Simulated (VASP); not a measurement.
# LaSi2C2 (P4_2/mmc) in VASP: settings compared, part 2 of 2

VASP 6.6.1.

### Step 3. Single point, RPBE

The input, INCAR:

```
  ALGO = Normal
  EDIFF = 1E-6
  ENCUT = 520
  GGA = RP
  ISIF = 2
  ISMEAR = 1
  LASPH = True
  LCHARG = False
  LREAL = False
  LWAVE = False
  NBANDS = 38
  NELM = 80
  PREC = Accurate
  SIGMA = 0.0088
```

The input, KPOINTS:

```
k-points
0
Gamma
  4 4 2
```

The input, POSCAR:

```
LaSi2C2
1.0
    4.1398480000      0.0000000000      0.0000000000
    0.0000000000      4.1398480000      0.0000000000
    0.0000000000      0.0000000000      8.5831060000
C La Si
4 2 4
Direct
    0.1730000000      0.5000000000      0.2500000000
    0.5000000000      0.8270000000      0.7500000000
    0.8270000000      0.5000000000      0.2500000000
    0.5000000000      0.1730000000      0.7500000000
    0.0000000000      0.0000000000      0.0000000000
    0.0000000000      0.0000000000      0.5000000000
    0.5000000000      0.2260000000      0.2500000000
    0.2260000000      0.5000000000      0.7500000000
    0.5000000000      0.7740000000      0.2500000000
    0.7740000000      0.5000000000      0.7500000000
```

Potentials or basis: VASP PAW PBE potentials, release 64 (C, La, Si).

The run is started by

```bash
> cat potpaw_PBE.64/C/POTCAR potpaw_PBE.64/La/POTCAR potpaw_PBE.64/Si/POTCAR > POTCAR
> mpirun -np 1 vasp_std > vasp.out
```

OUTCAR:

```text
EDIFF = 1E-6
   ENCUT = 520
   GGA = RP
   ISIF = 2
   ISMEAR = 1
   LASPH = True
   LREAL = False
   NELM = 80
   PREC = Accurate

 ion  position               nearest neighbor table
   1  0.173  0.500  0.250-   3 1.43   7 1.77   9 1.77
   2  0.500  0.827  0.750-   4 1.43   8 1.77  10 1.77
   3  0.827  0.500  0.250-   1 1.43   7 1.77   9 1.77
   4  0.500  0.173  0.750-   2 1.43   8 1.77  10 1.77
   5  0.000  0.000  0.000-   7 3.12   8 3.12   9 3.12  10 3.12   8 3.12  10 3.12   7 3.12   9 3.12
[... 7 lines left out ...]
   9  0.500  0.774  0.250-   1 1.77   3 1.77   7 1.87   7 2.27   5 3.12   6 3.12   5 3.12   6 3.12

  10  0.774  0.500  0.750-   2 1.77   4 1.77   8 1.87   8 2.27   5 3.12   5 3.12   6 3.12   6 3.12

  LATTYP: Found a simple tetragonal cell.
 ALAT       =     4.1398480000
 C/A-ratio  =     2.0732901305

  Lattice vectors:

 A1 = (   4.1398480000,   0.0000000000,   0.0000000000)
 A2 = (   0.0000000000,   4.1398480000,   0.0000000000)
 A3 = (   0.0000000000,   0.0000000000,   8.5831060000)

[... 188 lines left out ...]
  band No.  band energies     occupation
      1     -23.1824      2.00000
      2     -23.1614      2.00000
      3      -8.4806      2.00000
      4      -7.2283      2.00000
      5      -7.0295      2.00000
      6      -6.9216      2.00000
[... 481 lines left out ...]
     37      11.8656      0.00000
     38      11.8744      0.00000

------------------------ aborting loop because EDIFF is reached ----------------------------------------

  FORCE on cell =-STRESS in cart. coord.  units (eV):
  Direction    XX          YY          ZZ          XY          YZ          ZX
  --------------------------------------------------------------------------------------
  -------------------------------------------------------------------------------------
  Total       38.9797300     38.9797300     -1.3303871      0.0000000      0.0000000      0.0000000
  in kB      424.5571329    424.5571329    -14.4902318      0.0000000      0.0000000      0.0000000
  external PRESSURE =     278.2080113 kB  Pullay stress =       0.0000000 kB

 VOLUME and BASIS-vectors are now :
 -----------------------------------------------------------------------------
  energy-cutoff  :      520.00
  volume of cell :      147.10
      direct lattice vectors                 reciprocal lattice vectors
     4.139848000  0.000000000  0.000000000     0.241554762  0.000000000  0.000000000
     0.000000000  4.139848000  0.000000000     0.000000000  0.241554762  0.000000000
     0.000000000  0.000000000  8.583106000     0.000000000  0.000000000  0.116507940

 POSITION                                       TOTAL-FORCE (eV/Angst)
 -----------------------------------------------------------------------------------
      0.71619      2.06992      2.14578        -1.949454     -0.000000      0.000000
      2.06992      3.42365      6.43733         0.000000      1.949454      0.000000
      3.42365      2.06992      2.14578         1.949454     -0.000000      0.000000
      2.06992      0.71619      6.43733         0.000000     -1.949454      0.000000
      0.00000      0.00000      0.00000         0.000000     -0.000000      0.000000
      0.00000      0.00000      4.29155         0.000000     -0.000000      0.000000
      2.06992      0.93561      2.14578         0.000000      4.299738     -0.000000
      0.93561      2.06992      6.43733         4.299738     -0.000000      0.000000
      2.06992      3.20424      2.14578         0.000000     -4.299738     -0.000000
      3.20424      2.06992      6.43733        -4.299738      0.000000      0.000000
 -----------------------------------------------------------------------------------
    total drift:                                0.000000      0.000000     -0.000000

  FREE ENERGIE OF THE ION-ELECTRON SYSTEM (eV)
  ---------------------------------------------------
  free  energy   TOTEN  =       -58.9446501240 eV

  energy  without entropy=      -58.9447139010  energy(sigma->0) =      -58.94467138
```

Run time: 2.6 min. Hardware: 1 thread of Oxide Virtual Turin-like, shared host; peak memory 0.24 GiB.

What came out:

```
Free energy            : -58.9447 eV
Pressure               : 27.8 GPa
Largest force          : 4.300 eV/Å
Band gap on the k mesh : zero (bands 27 and 28 overlap by 1.20 eV)
```

Forces in eV/Å, atoms in the order of the input:
```
C   -1.949  0.000  0.000
C    0.000  1.949  0.000
C    1.949  0.000  0.000
C    0.000 -1.949  0.000
La   0.000  0.000  0.000
La   0.000  0.000  0.000
Si   0.000  4.300  0.000
Si   4.300  0.000  0.000
Si   0.000 -4.300  0.000
Si  -4.300  0.000  0.000
```

Levels at points of the mesh, in eV from the Fermi level:
```
           k point  band 24  band 25  band 26  band 27  band 28  band 29  band 30  band 31
(0.00, 0.00, 0.00)    -1.77    -1.43    -0.63    -0.63    -0.36    -0.36     0.74     1.09
(0.50, 0.00, 0.00)    -2.76    -1.53    -0.96     0.50     0.71     0.92     1.01     1.42
(0.50, 0.50, 0.00)    -2.69    -1.04    -1.04    -0.90     0.91     1.48     1.65     1.65
(0.00, 0.00, 0.50)    -2.46    -0.65    -0.65    -0.56    -0.56    -0.55    -0.55     1.51
(0.50, 0.00, 0.50)    -3.30    -1.49    -0.70     0.24     0.49     0.52     0.87     1.44
(0.50, 0.50, 0.50)    -2.85    -1.04    -1.04     0.64     0.64     1.12     1.12     1.74
```

Caveat: the k points lie up to 0.38 Å⁻¹ apart, too coarse for converged energies and pressures of a metal; the PAW data sets were made with another functional, which shifts forces and pressure a little; spin-orbit coupling is left out, which moves the levels of the heavy elements.

### Step 4. Single point, r2SCAN

POSCAR is that of step 3.

The input, INCAR.step1:

```
ALGO = Normal
EDIFF = 1E-4
ENCUT = 520
GGA = PE
ISMEAR = 1
LASPH = True
LCHARG = False
LREAL = False
LWAVE = True
NBANDS = 38
NELM = 80
PREC = Accurate
SIGMA = 0.0102
```

The input, INCAR.step2:

```
ALGO = Normal
EDIFF = 1E-6
ENCUT = 520
ISIF = 2
ISMEAR = 1
ISTART = 1
LASPH = True
LCHARG = False
LMIXTAU = True
LREAL = False
LWAVE = False
METAGGA = R2SCAN
NBANDS = 38
NELM = 80
PREC = Accurate
SIGMA = 0.0102
```

KPOINTS is that of step 3.

Potentials or basis: VASP PAW PBE potentials, release 64 (C, La, Si).

The run is started by

```bash
> cat potpaw_PBE.64/C/POTCAR potpaw_PBE.64/La/POTCAR potpaw_PBE.64/Si/POTCAR > POTCAR
> cp INCAR.step1 INCAR
> mpirun -np 1 vasp_std > vasp.out
> cp INCAR.step2 INCAR
> mpirun -np 1 vasp_std > vasp.out
```

OUTCAR:

```text
EDIFF = 1E-6
   ENCUT = 520
   ISIF = 2
   ISMEAR = 1
   ISTART = 1
   LASPH = True
   LREAL = False
   METAGGA = R2SCAN
   NELM = 80
   PREC = Accurate

 ion  position               nearest neighbor table
   1  0.173  0.500  0.250-   3 1.43   7 1.77   9 1.77
   2  0.500  0.827  0.750-   4 1.43   8 1.77  10 1.77
   3  0.827  0.500  0.250-   1 1.43   7 1.77   9 1.77
   4  0.500  0.173  0.750-   2 1.43   8 1.77  10 1.77
   5  0.000  0.000  0.000-   7 3.12   8 3.12   9 3.12  10 3.12   8 3.12  10 3.12   7 3.12   9 3.12
[... 7 lines left out ...]
   9  0.500  0.774  0.250-   1 1.77   3 1.77   7 1.87   7 2.27   5 3.12   6 3.12   5 3.12   6 3.12

  10  0.774  0.500  0.750-   2 1.77   4 1.77   8 1.87   8 2.27   5 3.12   5 3.12   6 3.12   6 3.12

  LATTYP: Found a simple tetragonal cell.
 ALAT       =     4.1398480000
 C/A-ratio  =     2.0732901305

  Lattice vectors:

 A1 = (   4.1398480000,   0.0000000000,   0.0000000000)
 A2 = (   0.0000000000,   4.1398480000,   0.0000000000)
 A3 = (   0.0000000000,   0.0000000000,   8.5831060000)

Analysis of symmetry for initial positions (statically):
=====================================================================
 Subroutine PRICEL returns:
 Original cell was already a primitive cell.

 Routine SETGRP: Setting up the symmetry group for a
 simple tetragonal supercell.

 Subroutine GETGRP returns: Found 16 space group operations
 (whereof  8 operations were pure point group operations)
 out of a pool of 16 trial point group operations.

The static configuration has the point symmetry D_2d.
 The point group associated with its full space group is D_4h.

Analysis of symmetry for dynamics (positions and initial velocities):
=====================================================================
 Subroutine PRICEL returns:
 Original cell was already a primitive cell.
[... 137 lines left out ...]
   METAGGA = R2SCAN    functional components
   LHFCALC =     F    Hartree Fock is set to
   AEXX    =    0.0000 exact exchange contribution
   IVDW    =     0    specifies the selected vdW correction
   LEPSILON=     F    determine dielectric tensor
   LRPA    =     F    only Hartree local field effects (RPA)
 non-spin polarized calculation
 Methfessel and Paxton  Order N= 1 SIGMA  =   0.01
  energy-cutoff  :      520.00
  volume of cell :      147.10
 maximum number of plane-waves:      4000
 NGX is ok and might be reduce to    32
   NGX = 15   NGY = 15   NGZ = 31

 number of electron      54.0000001 magnetization

 Free energy of the ion-electron system (eV)
  ---------------------------------------------------
  ext. energy  EPLUGINS =         0.00000000
  ---------------------------------------------------
  free energy    TOTEN  =      -129.54401835 eV

  energy without entropy =     -129.54409227  energy(sigma->0) =     -129.54404299

 E-fermi :   9.8589     XC(G=0): -11.3079

 val. band max:        9.8503310314   @ k =   0.2500   0.0000   0.0000
 cond. band min:       9.9318596979   @ k =   0.2500   0.0000   0.5000
 fundamental gap:      0.0815286665
 Fermi energy:         9.8589182300

 k-point     1 :       0.0000    0.0000    0.0000
  band No.  band energies     occupation
      1     -24.4036      2.00000
      2     -24.3812      2.00000
      3      -9.4113      2.00000
      4      -8.2022      2.00000
      5      -7.8257      2.00000
      6      -7.7216      2.00000
[... 481 lines left out ...]
     37      12.2045      0.00000
     38      12.2155      0.00000

------------------------ aborting loop because EDIFF is reached ----------------------------------------

  FORCE on cell =-STRESS in cart. coord.  units (eV):
  Direction    XX          YY          ZZ          XY          YZ          ZX
  --------------------------------------------------------------------------------------
  -------------------------------------------------------------------------------------
  Total       35.0297967     35.0297967     -3.0052049      0.0000000      0.0000000      0.0000000
  in kB      381.5354812    381.5354812    -32.7319139      0.0000000      0.0000000      0.0000000
  external PRESSURE =     243.4463495 kB  Pullay stress =       0.0000000 kB

 VOLUME and BASIS-vectors are now :
 -----------------------------------------------------------------------------
  energy-cutoff  :      520.00
  volume of cell :      147.10
      direct lattice vectors                 reciprocal lattice vectors
     4.139848000  0.000000000  0.000000000     0.241554762  0.000000000  0.000000000
     0.000000000  4.139848000  0.000000000     0.000000000  0.241554762  0.000000000
     0.000000000  0.000000000  8.583106000     0.000000000  0.000000000  0.116507940

 POSITION                                       TOTAL-FORCE (eV/Angst)
 -----------------------------------------------------------------------------------
      0.71619      2.06992      2.14578        -1.727939     -0.000000      0.000000
      2.06992      3.42365      6.43733        -0.000000      1.727939     -0.000000
      3.42365      2.06992      2.14578         1.727939     -0.000000      0.000000
      2.06992      0.71619      6.43733         0.000000     -1.727939      0.000000
      0.00000      0.00000      0.00000         0.000000     -0.000000      0.000000
      0.00000      0.00000      4.29155        -0.000000     -0.000000      0.000000
      2.06992      0.93561      2.14578        -0.000000      4.313465      0.000000
      0.93561      2.06992      6.43733         4.313465     -0.000000      0.000000
      2.06992      3.20424      2.14578         0.000000     -4.313465      0.000000
      3.20424      2.06992      6.43733        -4.313465     -0.000000      0.000000
 -----------------------------------------------------------------------------------
    total drift:                                0.000000      0.000000      0.000000

  FREE ENERGIE OF THE ION-ELECTRON SYSTEM (eV)
  ---------------------------------------------------
  free  energy   TOTEN  =      -129.5440183508 eV

  energy  without entropy=     -129.5440922741  energy(sigma->0) =     -129.54404299
```

Wall time 12 min (1 thread of Oxide Virtual Turin-like, shared host); peak memory 0.27 GiB.

Results:

```yaml
Free_energy: -129.5440 eV
Pressure: 24.3 GPa
Largest_force: 4.313 eV/Å
Band_gap_on_the_k_mesh: zero (bands 27 and 28 overlap by 1.37 eV)
```

Forces in eV/Å, atoms in the order of the input:
```
C   -1.728  0.000  0.000
C    0.000  1.728  0.000
C    1.728  0.000  0.000
C    0.000 -1.728  0.000
La   0.000  0.000  0.000
La   0.000  0.000  0.000
Si   0.000  4.313  0.000
Si   4.313  0.000  0.000
Si   0.000 -4.313  0.000
Si  -4.313  0.000  0.000
```

Levels at points of the mesh, in eV from the Fermi level:
| k point | band 24 | band 25 | band 26 | band 27 | band 28 | band 29 | band 30 | band 31 |
| --- | --- | --- | --- | --- | --- | --- | --- | --- |
| (0.00, 0.00, 0.00) | -1.76 | -1.55 | -0.71 | -0.71 | -0.39 | -0.39 | 0.82 | 1.22 |
| (0.50, 0.00, 0.00) | -3.01 | -1.58 | -1.05 | 0.55 | 0.83 | 1.07 | 1.14 | 1.65 |
| (0.50, 0.50, 0.00) | -2.93 | -1.15 | -1.15 | -0.88 | 1.02 | 1.73 | 1.79 | 1.93 |
| (0.00, 0.00, 0.50) | -2.63 | -0.70 | -0.70 | -0.63 | -0.63 | -0.52 | -0.52 | 1.71 |
| (0.50, 0.00, 0.50) | -3.53 | -1.53 | -0.78 | 0.27 | 0.52 | 0.58 | 1.02 | 1.67 |
| (0.50, 0.50, 0.50) | -3.10 | -1.15 | -1.15 | 0.74 | 0.74 | 1.24 | 1.24 | 2.02 |

Caveat: the k points lie up to 0.38 Å⁻¹ apart, too coarse for converged energies and pressures of a metal; the PAW data sets were made with another functional, which shifts forces and pressure a little; spin-orbit coupling is left out, which moves the levels of the heavy elements.

### Step 5. The runs side by side

```tsv
level	smearing	gap on the mesh (eV)	pressure (GPa)	largest force (eV/Å)
revPBE	methfessel-paxton 0.00805 eV	none	27.2	4.29
RPBE	methfessel-paxton 0.0088 eV	none	27.8	4.30
r2SCAN	methfessel-paxton 0.0102 eV	none	24.3	4.31
```

Alike in all rows: task single point; potentials or basis VASP PAW PBE potentials, release 64 (C, La, Si); no spin polarisation; cell as given; k mesh 4 × 4 × 2; cutoff (eV) 520.

Caveats: all runs use coarse meshes; the PAW data sets were made with another functional, which shifts forces and pressure a little; spin-orbit coupling is left out, which moves the levels of the heavy elements.

Absolute energies hang on the potentials; compare differences alone.

The gap in the log of VASP goes by the Fermi energy; the results here count the filled bands.